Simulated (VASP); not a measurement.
# Sc3NbO2 (P6/mmm) in VASP: further runs

Runs on Sc3NbO2. Level: PBE. Tasks: relaxation of cell and atoms.

Everything below comes from runs of VASP 6.6.1. Logs are shortened: lines on timing, memory, paths and dates and some standing lists are left out, and cuts for length are marked.

## (1) The cell of the first run

The structure is hexagonal, space group P6/mmm (No. 191). The conventional cell has a = 6.096 Å, b = 6.096 Å, c = 2.775 Å, α = 90.00°, β = 90.00°, γ = 120.00°. Within 3.1 Å of Sc (site symmetry mmm) lie 4 O at 2.24 Å and 6 Sc at 2.78 to 3.05 Å. Nb (site symmetry 6/mmm) has 2 Nb at 2.78 Å and 12 Sc at 3.35 Å and 6 O at 3.52 Å within 3.7 Å. O (site symmetry -6m2) has 6 Sc at 2.24 Å and 2 O at 2.78 Å within 3.0 Å.

The cell was generated, and may not be a known phase.

## (2) Relaxation of cell and atoms, PBE

The input, INCAR:

```
SYSTEM = Sc3NbO2
PREC = Accurate ; ENCUT = 600
EDIFF = 1E-6 ; ISMEAR = 0
SIGMA = 0.1 ; LREAL = .FALSE.
LASPH = .TRUE. ; NELM = 80
ALGO = Normal ; ISIF = 3
LWAVE = .FALSE. ; LCHARG = .FALSE.
GGA = PE ; IBRION = 2
NSW = 100 ; EDIFFG = -0.01
```

The input, KPOINTS:

```
regular mesh
0
G
  6 6 14
  0 0 0
```

The input, POSCAR:

```
Sc3NbO2
1.0
    6.0961693595      0.0000000000      0.0000000000
   -3.0480846797      5.2794375311      0.0000000000
    0.0000000000      0.0000000000      2.7752834239
Sc Nb O
3 1 2
Direct
    0.5000000000      0.5000000000      0.5000000000
    0.5000000000      0.0000000000      0.5000000000
    0.0000000000      0.5000000000      0.5000000000
    0.0000000000      0.0000000000      0.0000000000
    0.6666666667      0.3333333333      0.0000000000
    0.3333333333      0.6666666667      0.0000000000
```

Potentials or basis: VASP PAW PBE potentials, release 64 (Sc_sv, Nb_sv, O).

The run is started by

```console
> cat potpaw_PBE.64/Sc_sv/POTCAR potpaw_PBE.64/Nb_sv/POTCAR potpaw_PBE.64/O/POTCAR > POTCAR
> mpirun -np 1 vasp_std > vasp.out
```

OUTCAR:

```text
SYSTEM = Sc3NbO2
   PREC = Accurate
   ENCUT = 600
   EDIFF = 1E-6
   ISMEAR = 0
   LREAL = .FALSE.
   LASPH = .TRUE.
   NELM = 80
   ISIF = 3
   GGA = PE
   IBRION = 2
   NSW = 100
   EDIFFG = -0.01

 ion  position               nearest neighbor table
   1  0.500  0.500  0.500-   5 2.24   6 2.24   5 2.24   6 2.24   2 3.05   2 3.05   3 3.05   3 3.05

   2  0.500  0.000  0.500-   5 2.24   6 2.24   5 2.24   6 2.24   1 3.05   1 3.05   3 3.05   3 3.05

   3  0.000  0.500  0.500-   5 2.24   6 2.24   5 2.24   6 2.24   1 3.05   1 3.05   2 3.05   2 3.05

   4  0.000  0.000  0.000-
   5  0.667  0.333  0.000-   2 2.24   2 2.24   3 2.24   3 2.24   1 2.24   1 2.24
   6  0.333  0.667  0.000-   2 2.24   2 2.24   3 2.24   3 2.24   1 2.24   1 2.24

  LATTYP: Found a hexagonal cell.
 ALAT       =     6.0961693595
 C/A-ratio  =     0.4552503811

  Lattice vectors:

 A1 = (   6.0961693595,   0.0000000000,   0.0000000000)
 A2 = (  -3.0480846797,   5.2794375311,   0.0000000000)
 A3 = (   0.0000000000,   0.0000000000,   2.7752834239)

Analysis of symmetry for initial positions (statically):
=====================================================================
 Subroutine PRICEL returns:
 Original cell was already a primitive cell.

 Routine SETGRP: Setting up the symmetry group for a
 hexagonal supercell.

 Subroutine GETGRP returns: Found 24 space group operations
 (whereof 24 operations were pure point group operations)
 out of a pool of 24 trial point group operations.

The static configuration has the point symmetry D_6h.

Analysis of symmetry for dynamics (positions and initial velocities):
=====================================================================
 Subroutine PRICEL returns:
 Original cell was already a primitive cell.

 Routine SETGRP: Setting up the symmetry group for a
 hexagonal supercell.

 Subroutine GETGRP returns: Found 24 space group operations
 (whereof 24 operations were pure point group operations)
 out of a pool of 24 trial point group operations.

The dynamic configuration has the point symmetry D_6h.

 Subroutine INISYM returns: Found 24 space group operations
 (whereof 24 operations are pure point group operations),
 and found     1 'primitive' translations

----------------------------------------------------------------------------------------

                                     Primitive cell

  volume of cell :      89.3207

  direct lattice vectors                    reciprocal lattice vectors
     6.096169360  0.000000000  0.000000000     0.164037437  0.094707059  0.000000000
    -3.048084680  5.279437531  0.000000000     0.000000000  0.189414117  0.000000000
     0.000000000  0.000000000  2.775283424     0.000000000  0.000000000  0.360323559

  length of vectors
     6.096169360  6.096169359  2.775283424     0.189414117  0.189414117  0.360323559

  position of ions in fractional coordinates (direct lattice)
     0.500000000  0.500000000  0.500000000
     0.500000000  0.000000000  0.500000000
     0.000000000  0.500000000  0.500000000
     0.000000000  0.000000000  0.000000000
     0.666666667  0.333333333  0.000000000
     0.333333333  0.666666667  0.000000000

  ion indices of the primitive-cell ions
   primitive index   ion index
                 1           1
                 2           2
                 3           3
                 4           4
                 5           5
                 6           6

----------------------------------------------------------------------------------------

 KPOINTS: regular mesh

Automatic generation of k-mesh.
 Grid dimensions read from file:
 generate k-points for:    6    6   14

 Generating k-lattice:

  Cartesian coordinates                     Fractional coordinates (reciprocal lattice)
     0.027339573  0.015784510  0.000000000     0.166666667  0.000000000  0.000000000
     0.000000000  0.031569020  0.000000000     0.000000000  0.166666667  0.000000000
     0.000000000  0.000000000  0.025737397     0.000000000  0.000000000  0.071428571

  Length of vectors
     0.031569020  0.031569020  0.025737397

  Shift w.r.t. Gamma in fractional coordinates (k-lattice)
     0.000000000  0.000000000  0.000000000

 Subroutine IBZKPT returns following result:
 ===========================================

 Found     56 irreducible k-points:

 Following reciprocal coordinates:
            Coordinates               Weight
  0.000000  0.000000  0.000000      1.000000
  0.166667  0.000000  0.000000      6.000000
  0.333333  0.000000  0.000000      6.000000
  0.500000  0.000000  0.000000      3.000000
  0.166667  0.166667  0.000000      6.000000
  0.333333  0.166667  0.000000     12.000000
[... 16 lines left out ...]
  0.166667  0.000000  0.214286     12.000000
  0.333333  0.000000  0.214286     12.000000
 [... further k-points ...]
   k-points           NKPTS =     56   k-points in BZ     NKDIM =     56   number of bands    NBANDS=     34
   number of dos      NEDOS =    301   number of ions     NIONS =      6
   total plane-waves  NPLWV =  60000
   dimension x,y,z NGX =    50 NGY =   50 NGZ =   24
   dimension x,y,z NGXF=   100 NGYF=  100 NGZF=   48
   ions per type =               3   1   2
   NGX,Y,Z   is equivalent  to a cutoff of  13.64, 13.64, 14.38 a.u.
   NGXF,Y,Z  is equivalent  to a cutoff of  27.27, 27.27, 28.75 a.u.
 SYSTEM =  Sc3NbO2
   PREC   = accura    normal or accurate (medium, high low for compatibility)
   ISTART =      0    job   : 0-new  1-cont  2-samecut
   ICHARG =      2    charge: 1-file 2-atom 10-const
   ISPIN  =      1    spin polarized calculation?
   LNONCOLLINEAR =      F non collinear calculations
   LSORBIT =      F    spin-orbit coupling
   LASPH  =      T    aspherical Exc in radial PAW
   ENCUT  =  600.0 eV  44.10 Ry    6.64 a.u.  12.18 12.18  5.54*2*pi/ulx,y,z
   NELM   =     80;   NELMIN=  2; NELMDL= -5     # of ELM steps
   EDIFF  = 0.1E-05   stopping-criterion for ELM
   LREAL  =      F    real-space projection
   EDIFFG = -.1E-01   stopping-criterion for IOM
   NSW    =    100    number of steps for IOM
   IBRION =      2    ionic relax: 0-MD 1-quasi-New 2-CG
   NFREE  =      1    steps in history (QN), initial steepest desc. (CG)
   ISIF   =      3    stress and relaxation
   ISYM   =      2    0-nonsym 1-usesym 2-fastsym
   POTIM  = 0.5000    time-step for ionic-motion
   TEBEG  =    0.0;   TEEND  =   0.0 temperature during run
   PSTRESS=    0.0 pullay stress
   NELECT =      58.0000    total number of electrons
   NUPDOWN=      -1.0000    fix difference up-down
   EMIN   =  10.00;   EMAX   =-10.00  energy-range for DOS
   EFERMI =   0.00;   METHOD = LEGACY
   ISMEAR =     0;   SIGMA  =   0.10  broadening in eV -4-tet -1-fermi 0-gaus
   EFERMI_NEDOS =   21; number of points for ismear=-14 and -15
   IALGO  =     38    algorithm
   IMIX   =      4    mixing-type and parameters
     AMIX     =   0.40;   BMIX     =  1.00
     AMIX_MAG =   1.60;   BMIX_MAG =  1.00
  volume/ion in A,a.u.               =      14.89       100.46
  Fermi-wavevector in a.u.,A,eV,Ry     =   1.417643  2.678956 27.343780  2.009711
  Thomas-Fermi vector in A             =   2.538852
   LORBIT       =      0    0 simple, 1 ext, 2 COOP (PROOUT), +10 PAW based schemes
   GGA     = PE    functional components
   LHFCALC =     F    Hartree Fock is set to
   AEXX    =    0.0000 exact exchange contribution
   IVDW    =     0    specifies the selected vdW correction
   LEPSILON=     F    determine dielectric tensor
   LRPA    =     F    only Hartree local field effects (RPA)
 conjugate gradient relaxation of ions
 non-spin polarized calculation
 Gauss-broadening in eV      SIGMA  =   0.10
  energy-cutoff  :      600.00
  volume of cell :       89.32
 maximum number of plane-waves:      3014
 NGX is ok and might be reduce to    50
   NGX = 25   NGY = 25   NGZ = 11

--------------------------------------- Ionic step        1  -------------------------------------------

 number of electron      57.9999996 magnetization

 Free energy of the ion-electron system (eV)
  ---------------------------------------------------
  ext. energy  EPLUGINS =         0.00000000
  ---------------------------------------------------
  free energy    TOTEN  =       -48.25178627 eV

  energy without entropy =      -48.20959936  energy(sigma->0) =      -48.23069281

------------------------ aborting loop because EDIFF is reached ----------------------------------------

  FORCE on cell =-STRESS in cart. coord.  units (eV):
  Direction    XX          YY          ZZ          XY          YZ          ZX
  --------------------------------------------------------------------------------------
  -------------------------------------------------------------------------------------
  Total        0.3800503      0.3800503     -0.1024770      0.0000000     -0.0000000     -0.0000000
  in kB        6.8170991      6.8170991     -1.8381664      0.0000000     -0.0000000     -0.0000000
  external PRESSURE =       3.9320106 kB  Pullay stress =       0.0000000 kB
[... 105 lines left out ...]
  energy  without entropy=      -48.2097880845  energy(sigma->0) =      -48.23129375

--------------------------------------- Ionic step        4  -------------------------------------------

 number of electron      57.9999997 magnetization

 Free energy of the ion-electron system (eV)
  ---------------------------------------------------
  ext. energy  EPLUGINS =         0.00000000
  ---------------------------------------------------
  free energy    TOTEN  =       -48.25287718 eV

  energy without entropy =      -48.20988399  energy(sigma->0) =      -48.23138059

 E-fermi :   6.8413     XC(G=0): -11.3676

 val. band max:        6.8383448739   @ k =   0.5000   0.0000   0.3571
 cond. band min:       6.8426924716   @ k =   0.1667   0.0000   0.3571
 fundamental gap:      0.0043475977
 Fermi energy:         6.8413115459

 k-point     1 :       0.0000    0.0000    0.0000
  band No.  band energies     occupation
      1     -47.6041      2.00000
      2     -42.7776      2.00000
      3     -42.6992      2.00000
      4     -42.6992      2.00000
      5     -23.6592      2.00000
      6     -23.6592      2.00000
[... 877 lines left out ...]
     33       8.1210      0.00000
     34       8.4837      0.00000

 [... further k-points ...]

------------------------ aborting loop because EDIFF is reached ----------------------------------------

  FORCE on cell =-STRESS in cart. coord.  units (eV):
  Direction    XX          YY          ZZ          XY          YZ          ZX
  --------------------------------------------------------------------------------------
  -------------------------------------------------------------------------------------
  Total        0.0073529      0.0073529      0.0426429      0.0000000      0.0000000     -0.0000000
  in kB        0.1314541      0.1314541      0.7623579      0.0000000      0.0000000     -0.0000000
  external PRESSURE =       0.3417553 kB  Pullay stress =       0.0000000 kB
[... 21 lines left out ...]
  FREE ENERGIE OF THE ION-ELECTRON SYSTEM (eV)
  ---------------------------------------------------
  free  energy   TOTEN  =       -48.2528771800 eV

  energy  without entropy=      -48.2098839920  energy(sigma->0) =      -48.23138059

 reached required accuracy - stopping structural energy minimisation
```

Wall time 8.2 min (1 thread of AMD EPYC 9R45 (Zen 5), shared host); peak memory 0.34 GiB.

Results:

| Quantity | Value |
| --- | --- |
| Free energy | -48.2529 eV |
| Relaxed volume | 14.94 Å³/atom |
| Relaxed cell | a = 6.112 Å, b = 6.112 Å, c = 2.770 Å, α = 90.00°, β = 90.00°, γ = 120.00° |
| Space group after relaxing (to 0.1 Å) | P6/mmm (No. 191) |
| Energy gained by relaxing | 0.2 meV/atom |
| Ionic steps | 4 |
| Pressure after relaxing | 0.0 GPa |
| Band gap on the k mesh | zero (bands 29 and 30 overlap by 1.06 eV) |

Step by step:
| step | energy change (eV) | largest force (eV/Å) | pressure (GPa) | volume (Å³) |
| --- | --- | --- | --- | --- |
| 1 | 0.0000 | 0.0000 | 0.39 | 89.32 |
| 2 | -0.0010 | 0.0000 | -0.22 | 89.79 |
| 3 | -0.0010 | 0.0000 | -0.12 | 89.72 |
| 4 | -0.0011 | 0.0000 | 0.03 | 89.62 |

Final structure:
```cif
data_structure
_symmetry_space_group_name_H-M 'P 1'
_symmetry_Int_Tables_number 1
_cell_length_a 6.1125
_cell_length_b 6.1125
_cell_length_c 2.7697
_cell_angle_alpha 90.000
_cell_angle_beta 90.000
_cell_angle_gamma 120.000
_cell_volume 89.62
loop_
_atom_site_label
_atom_site_type_symbol
_atom_site_fract_x
_atom_site_fract_y
_atom_site_fract_z
_atom_site_occupancy
Sc1 Sc 0.50000 0.50000 0.50000 1
Sc2 Sc 0.50000 0.00000 0.50000 1
Sc3 Sc 0.00000 0.50000 0.50000 1
Nb1 Nb 0.00000 0.00000 0.00000 1
O1 O 0.66667 0.33333 0.00000 1
O2 O 0.33333 0.66667 0.00000 1
```

## (3) Relaxation of cell and atoms, PBE, collinear spin, zero start

This run uses another cell than the first one, of 15.65 Å³/atom.

The input, INCAR:

```
SYSTEM = Sc3NbO2
PREC = Accurate
ENCUT = 600
EDIFF = 1E-6
ISMEAR = 0
SIGMA = 0.1
LREAL = .FALSE.
LASPH = .TRUE.
NELM = 150
ALGO = Normal
ISIF = 3
LWAVE = .FALSE.
LCHARG = .FALSE.
ISPIN = 2
MAGMOM = 0 0 0 0 0 0
LORBIT = 11
LMAXMIX = 4
GGA = PE
IBRION = 2
NSW = 90
EDIFFG = -0.04
```

The input, KPOINTS:

```
Automatic mesh
0
G
  6 6 4
  0 0 0
```

The input, POSCAR:

```
Sc3NbO2
1.0
    5.2260507700      0.0000000000      0.0000000000
   -2.6130253900      4.5258927300      0.0000000000
    0.0000000000      0.0000000000      3.9697746100
Sc Nb O
3 1 2
Direct
    0.5000000000      0.5000000000      0.5000000000
    0.5000000000      0.0000000000      0.5000000000
    0.0000000000      0.5000000000      0.5000000000
    0.0000000000      0.0000000000      0.0000000000
    0.6666666700      0.3333333300      0.0000000000
    0.3333333300      0.6666666700      0.0000000000
```

Potentials or basis: VASP PAW PBE potentials, release 64 (Sc_sv, Nb_sv, O).

The run is started by

```console
> cat potpaw_PBE.64/Sc_sv/POTCAR potpaw_PBE.64/Nb_sv/POTCAR potpaw_PBE.64/O/POTCAR > POTCAR
> mpirun -np 1 vasp_std > vasp.out
```

Wall time 28 min (1 thread of AMD EPYC 9R45 (Zen 5), shared host); peak memory 0.34 GiB.

It converged, with:

* Free energy: -48.2252 eV
* Relaxed volume: 14.87 Å³/atom
* Relaxed cell: a = 6.103 Å, b = 6.103 Å, c = 2.765 Å, α = 90.00°, β = 90.00°, γ = 120.00°
* Space group after relaxing (to 0.1 Å): P6/mmm (No. 191)
* Pressure after relaxing: 0.0 GPa
* Band gap on the k mesh: zero (filled and empty bands overlap)
* Net moment: 0.00 μB per cell
* Valence electrons inside the program's atomic spheres: Sc 9.57; Nb 10.63; O 5.04

Stress tensor (GPa, compression positive):
```
 0.24  0.00  0.00
 0.00  0.24  0.00
 0.00  0.00 -0.43
```

Final structure:
```yaml
crystal:
  lattice:
    - [6.10327, 0.00000, 0.00000]
    - [-3.05163, 5.28559, 0.00000]
    - [0.00000, 0.00000, 2.76481]
  atoms:
    - { symbol: Sc, position: [0.50000, 0.50000, 0.50000] }
    - { symbol: Sc, position: [0.50000, 0.00000, 0.50000] }
    - { symbol: Sc, position: [0.00000, 0.50000, 0.50000] }
    - { symbol: Nb, position: [0.00000, 0.00000, 0.00000] }
    - { symbol: O, position: [0.66667, 0.33333, 0.00000] }
    - { symbol: O, position: [0.33333, 0.66667, 0.00000] }
```

Levels at points of the mesh, in eV from the Fermi level:
Spin up:
```tsv
k point	band 26	band 27	band 28	band 29	band 30	band 31	band 32	band 33
(0.00, 0.00, 0.00)	-1.90	-1.03	-1.03	-0.61	0.08	0.08	1.34	1.34
(0.50, 0.00, 0.00)	-1.42	-1.37	-0.74	-0.55	-0.26	-0.15	0.51	0.69
(0.00, 0.00, 0.50)	-1.49	-0.37	-0.04	-0.04	0.44	0.46	0.46	1.42
(0.50, 0.00, 0.50)	-1.84	-0.82	-0.14	0.58	0.79	0.96	1.08	1.80
```
Spin down:
| k point | band 27 | band 28 | band 29 | band 30 | band 31 | band 32 |
| --- | --- | --- | --- | --- | --- | --- |
| (0.00, 0.00, 0.00) | -1.03 | -1.03 | -0.61 | 0.08 | 0.08 | 1.34 |
| (0.50, 0.00, 0.00) | -1.37 | -0.74 | -0.55 | -0.26 | -0.15 | 0.51 |
| (0.00, 0.00, 0.50) | -0.37 | -0.04 | -0.04 | 0.44 | 0.46 | 0.46 |
| (0.50, 0.00, 0.50) | -0.82 | -0.14 | 0.58 | 0.79 | 0.96 | 1.08 |

Caveat: the k points lie up to 0.57 Å⁻¹ apart in the final cell, too coarse for converged energies and pressures of a metal; a cell axis changed by over 15 % at a fixed basis, so the end point is rough.

The gap in the log of VASP goes by the Fermi energy; the results here count the filled bands.